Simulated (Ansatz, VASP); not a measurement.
ZnS in VASP and in Ansatz

```
CELL_PARAMETERS angstrom
3.84887 0.00000 0.00000
-1.92444 3.33322 0.00000
0.00000 0.00000 25.21342
ATOMIC_POSITIONS crystal
S 0.00000 0.00000 0.29746
S 0.33333 0.66667 0.42210
S 0.66667 0.33333 0.54674
S 0.00000 0.00000 0.67138
Zn 0.33333 0.66667 0.32862
Zn 0.66667 0.33333 0.45326
Zn 0.00000 0.00000 0.57790
Zn 0.33333 0.66667 0.70254
```

Alike in both runs: task single point; functional PBE; k mesh 9 × 9 × 1; occupations gaussian, width 0.05 eV; no spin polarisation.

|  | VASP | Ansatz |
| --- | --- | --- |
| version | VASP 6.6.1 | Ansatz 0.2.0 |
| potentials or method | VASP PAW PBE potentials, release 64 (S, Zn), cutoff 520 eV | scalar-relativistic, plane waves, PAW |
| valence electrons in the cell | 72 | 72 |

```tsv
	VASP	Ansatz	Ansatz less VASP
gap on the k mesh at the Fermi level (eV)	none	none	-
rms of the force components (eV/Å)	0.368	0.377	+0.0082
```

A gap of «none» marks a metal or a gap that the smearing closes. The functional is the same, so the differences come from potentials, cutoffs and numerics.
